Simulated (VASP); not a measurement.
# Dy (P6_3/mmc) in VASP: further runs, part 2 of 2

VASP 6.6.1.

## Step 3: Single point, PBEsol, collinear spin, ferromagnetic start

INCAR

```
SYSTEM = Dy
  ALGO = Normal
  EDIFF = 1E-6
  ENCUT = 520
  GGA = PS
  ISIF = 2
  ISMEAR = -1
  ISPIN = 2
  LASPH = .TRUE.
  LCHARG = .FALSE.
  LMAXMIX = 6
  LORBIT = 11
  LREAL = .FALSE.
  LWAVE = .FALSE.
  MAGMOM = 6.5 6.5
  NBANDS = 31
  NELM = 150
  PREC = Accurate
  SIGMA = 0.05
```

KPOINTS

```
k-points
0
G
  9 9 5
  0 0 0
```

POSCAR

```
Dy
1.0
    3.5903000000      0.0000000000      0.0000000000
   -1.7951500000      3.1092910072      0.0000000000
    0.0000000000      0.0000000000      5.6475000000
Dy
2
Direct
    0.6666666667      0.3333333333      0.7500000000
    0.3333333333      0.6666666667      0.2500000000
```

Potentials or basis: VASP PAW PBE potentials, release 64 (Dy).

On the command line:

```sh
cat potpaw_PBE.64/Dy/POTCAR > POTCAR
mpirun -np 1 vasp_std > vasp.out
```

OUTCAR:

```text
SYSTEM = Dy
   EDIFF = 1E-6
   ENCUT = 520
   GGA = PS
   ISIF = 2
   ISMEAR = -1
   ISPIN = 2
   LASPH = .TRUE.
   LORBIT = 11
   LREAL = .FALSE.
   NELM = 150
   PREC = Accurate

 ion  position               nearest neighbor table
   1  0.667  0.333  0.750-   2 3.50   2 3.50   2 3.50   2 3.50   2 3.50   2 3.50
   2  0.333  0.667  0.250-   1 3.50   1 3.50   1 3.50   1 3.50   1 3.50   1 3.50

  LATTYP: Found a hexagonal cell.
 ALAT       =     3.5903000000
 C/A-ratio  =     1.5729883297

  Lattice vectors:

 A1 = (   3.5903000000,   0.0000000000,   0.0000000000)
 A2 = (  -1.7951500000,   3.1092910072,   0.0000000000)
 A3 = (   0.0000000000,   0.0000000000,   5.6475000000)

Analysis of symmetry for initial positions (statically):
=====================================================================
 Subroutine PRICEL returns:
 Original cell was already a primitive cell.

 Routine SETGRP: Setting up the symmetry group for a
 hexagonal supercell.

 Subroutine GETGRP returns: Found 24 space group operations
 (whereof 12 operations were pure point group operations)
 out of a pool of 24 trial point group operations.

The static configuration has the point symmetry D_3d.
 The point group associated with its full space group is D_6h.

Analysis of symmetry for dynamics (positions and initial velocities):
=====================================================================
 Subroutine PRICEL returns:
 Original cell was already a primitive cell.

 Routine SETGRP: Setting up the symmetry group for a
 hexagonal supercell.

 Subroutine GETGRP returns: Found 24 space group operations
 (whereof 12 operations were pure point group operations)
 out of a pool of 24 trial point group operations.

The dynamic configuration has the point symmetry D_3d.
 The point group associated with its full space group is D_6h.

Analysis of structural, dynamic, and magnetic symmetry:
=====================================================================
 Subroutine PRICEL returns:
 Original cell was already a primitive cell.

 Routine SETGRP: Setting up the symmetry group for a
 hexagonal supercell.

 Subroutine GETGRP returns: Found 24 space group operations
 (whereof 12 operations were pure point group operations)
 out of a pool of 24 trial point group operations.

The overall configuration has the point symmetry D_3d.
 The point group associated with its full space group is D_6h.

 Subroutine INISYM returns: Found 24 space group operations
 (whereof 12 operations are pure point group operations),
 and found     1 'primitive' translations

----------------------------------------------------------------------------------------

                                     Primitive cell

  volume of cell :      63.0447

  direct lattice vectors                    reciprocal lattice vectors
     3.590300000  0.000000000  0.000000000     0.278528257  0.160808364  0.000000000
    -1.795150000  3.109291007  0.000000000     0.000000000  0.321616728  0.000000000
     0.000000000  0.000000000  5.647500000     0.000000000  0.000000000  0.177069500

  length of vectors
     3.590300000  3.590300000  5.647500000     0.321616728  0.321616728  0.177069500
[... 74 lines left out ...]
   ICHARG =      2    charge: 1-file 2-atom 10-const
   ISPIN  =      2    spin polarized calculation?
   LNONCOLLINEAR =      F non collinear calculations
   LSORBIT =      F    spin-orbit coupling
   LASPH  =      T    aspherical Exc in radial PAW
   ENCUT  =  520.0 eV  38.22 Ry    6.18 a.u.   6.68  6.68 10.50*2*pi/ulx,y,z
   NELM   =    150;   NELMIN=  2; NELMDL= -5     # of ELM steps
   EDIFF  = 0.1E-05   stopping-criterion for ELM
   LREAL  =      F    real-space projection
   EDIFFG = 0.1E-04   stopping-criterion for IOM
   NSW    =      0    number of steps for IOM
   IBRION =     -1    ionic relax: 0-MD 1-quasi-New 2-CG
   NFREE  =      0    steps in history (QN), initial steepest desc. (CG)
   ISIF   =      2    stress and relaxation
   ISYM   =      2    0-nonsym 1-usesym 2-fastsym
   POTIM  = 0.5000    time-step for ionic-motion
   TEBEG  =    0.0;   TEEND  =   0.0 temperature during run
   PSTRESS=    0.0 pullay stress
   NELECT =      40.0000    total number of electrons
   NUPDOWN=      -1.0000    fix difference up-down
   EMIN   =  10.00;   EMAX   =-10.00  energy-range for DOS
   EFERMI =   0.00;   METHOD = LEGACY
   ISMEAR =    -1;   SIGMA  =   0.05  broadening in eV -4-tet -1-fermi 0-gaus
   EFERMI_NEDOS =   21; number of points for ismear=-14 and -15
   IALGO  =     38    algorithm
   IMIX   =      4    mixing-type and parameters
     AMIX     =   0.40;   BMIX     =  1.00
     AMIX_MAG =   1.60;   BMIX_MAG =  1.00
  volume/ion in A,a.u.               =      31.52       212.72
  Fermi-wavevector in a.u.,A,eV,Ry     =   1.406734  2.658342 26.924584  1.978901
  Thomas-Fermi vector in A             =   2.529065
   LORBIT       =     11    0 simple, 1 ext, 2 COOP (PROOUT), +10 PAW based schemes
   GGA     = PS    functional components
   LHFCALC =     F    Hartree Fock is set to
   AEXX    =    0.0000 exact exchange contribution
   IVDW    =     0    specifies the selected vdW correction
   LEPSILON=     F    determine dielectric tensor
   LRPA    =     F    only Hartree local field effects (RPA)
 spin polarized calculation
  energy-cutoff  :      520.00
  volume of cell :       63.04
 maximum number of plane-waves:      1743
 NGX is ok and might be reduce to    28
   NGX = 13   NGY = 13   NGZ = 21

 number of electron      39.9999984 magnetization      10.1010908

 number of electron      39.9999984 magnetization       9.6641802

 Free energy of the ion-electron system (eV)
  ---------------------------------------------------
  ext. energy  EPLUGINS =         0.00000000
  ---------------------------------------------------
  free energy    TOTEN  =       -16.12542050 eV

  energy without entropy =      -15.98258851  energy(sigma->0) =      -16.05400451

 E-fermi :   2.6128     XC(G=0): -10.2950

 val. band max:        2.6127421348   @ k =   0.2222  -0.0000   0.4000
 cond. band min:       2.6155665252   @ k =   0.3333   0.2222   0.4000
 fundamental gap:      0.0028243903
 Fermi energy:         2.6128393029

 spin component 1

 k-point     1 :       0.0000    0.0000    0.0000
  band No.  band energies     occupation
      1     -44.4880      1.00000
      2     -44.4213      1.00000
      3     -20.7567      1.00000
      4     -20.0452      1.00000
      5     -20.0452      1.00000
      6     -20.0022      1.00000
[... 805 lines left out ...]
     30       7.4560      0.00000
     31       8.1022      0.00000

 [... further k-points ...]

 spin component 2

 k-point     1 :       0.0000    0.0000    0.0000
  band No.  band energies     occupation
      1     -42.4204      1.00000
      2     -42.3422      1.00000
      3     -19.2981      1.00000
      4     -18.5432      1.00000
      5     -18.5432      1.00000
      6     -18.4311      1.00000
[... 805 lines left out ...]
     30       8.1819      0.00000
     31       8.7905      0.00000

 [... further k-points ...]

------------------------ aborting loop because EDIFF is reached ----------------------------------------

  FORCE on cell =-STRESS in cart. coord.  units (eV):
  Direction    XX          YY          ZZ          XY          YZ          ZX
  --------------------------------------------------------------------------------------
  -------------------------------------------------------------------------------------
  Total       -0.3756774     -0.3756774     -0.1615108      0.0000000      0.0000000      0.0000000
  in kB       -9.5472288     -9.5472288     -4.1045346      0.0000000      0.0000000      0.0000000
  external PRESSURE =      -7.7329974 kB  Pullay stress =       0.0000000 kB

 VOLUME and BASIS-vectors are now :
 -----------------------------------------------------------------------------
  energy-cutoff  :      520.00
  volume of cell :       63.04
      direct lattice vectors                 reciprocal lattice vectors
     3.590300000  0.000000000  0.000000000     0.278528257  0.160808364  0.000000000
    -1.795150000  3.109291007  0.000000000     0.000000000  0.321616728  0.000000000
     0.000000000  0.000000000  5.647500000     0.000000000  0.000000000  0.177069500

 POSITION                                       TOTAL-FORCE (eV/Angst)
 -----------------------------------------------------------------------------------
      1.79515      1.03643      4.23562        -0.000000      0.000000      0.000000
     -0.00000      2.07286      1.41187         0.000000     -0.000000      0.000000
 -----------------------------------------------------------------------------------
    total drift:                               -0.000000      0.000000     -0.000000

  FREE ENERGIE OF THE ION-ELECTRON SYSTEM (eV)
  ---------------------------------------------------
  free  energy   TOTEN  =       -16.1254204985 eV

  energy  without entropy=      -15.9825885117  energy(sigma->0) =      -16.05400451

 total charge

# of ion       s       p       d       f       tot
--------------------------------------------------
    1        2.167   5.787   0.534   9.256  17.745
    2        2.167   5.787   0.534   9.256  17.745
--------------------------------------------------
tot          4.335  11.575   1.067  18.512  35.489

 magnetization (x)

# of ion       s       p       d       f       tot
--------------------------------------------------
    1        0.010  -0.039   0.082   4.593   4.645
    2        0.010  -0.039   0.082   4.593   4.645
--------------------------------------------------
tot          0.019  -0.078   0.164   9.186   9.291
```

OSZICAR:

```text
N       E                     dE             d eps       ncg     rms          rms(c)
DAV:   1     0.257037809631E+03    0.25704E+03   -0.13608E+04  6424   0.675E+03
DAV:   2     0.394979163629E+02   -0.21754E+03   -0.19806E+03  6493   0.487E+02
DAV:   3    -0.764944129715E+01   -0.47147E+02   -0.43554E+02  7421   0.162E+02
[... 26 lines left out ...]
DAV:  30    -0.161253957629E+02    0.10119E-03   -0.50524E-04  8561   0.423E-01    0.432E+00
DAV:  31    -0.161254650648E+02   -0.69302E-04   -0.14843E-04  8632   0.249E-01    0.192E+00
DAV:  32    -0.161254196058E+02    0.45459E-04   -0.85605E-05  8176   0.209E-01    0.708E-01
DAV:  33    -0.161254213080E+02   -0.17022E-05   -0.44992E-05  8888   0.931E-02    0.188E-01
DAV:  34    -0.161254204985E+02    0.80943E-06   -0.49976E-06  5867   0.238E-02
   1 F= -.16125420E+02 E0= -.16054005E+02  d E =-.142832E+00  mag=     9.6652
```

It took 6.4 min on 1 thread of Intel Xeon Platinum 8259CL at 2.50GHz (Skylake/Cascade Lake), shared host; peak memory 0.28 GiB.

What came out:

```
Free energy                                           : -16.1254 eV
Pressure                                              : -0.8 GPa
Net moment                                            : 9.66 μB per cell
Site moments                                          : Dy +4.64 μB
Valence electrons inside the program's atomic spheres : Dy 17.75
```

Levels at points of the mesh, in eV from the Fermi level:
Spin up:
```csv
k point,band 21,band 22,band 23,band 24,band 25,band 26,band 27,band 28,band 29,band 30
"(0.00, 0.00, 0.00)",-2.84,-2.69,-2.68,-2.13,1.28,2.00,2.00,2.32,2.71,2.71
```
Spin down:
| k point | band 11 | band 12 | band 13 | band 14 | band 15 | band 16 | band 17 | band 18 | band 19 | band 20 |
| --- | --- | --- | --- | --- | --- | --- | --- | --- | --- | --- |
| (0.00, 0.00, 0.00) | -0.43 | -0.30 | 0.02 | 0.02 | 0.04 | 0.05 | 0.07 | 0.07 | 0.49 | 0.49 |

Caveat: the magnetic or orbital state may not be the lowest; the PAW data sets were made with another functional, which shifts forces and pressure a little; spin-orbit coupling is left out, which moves the levels of the heavy elements; semilocal functionals describe open f shells poorly, which spoils levels, moments and volumes.
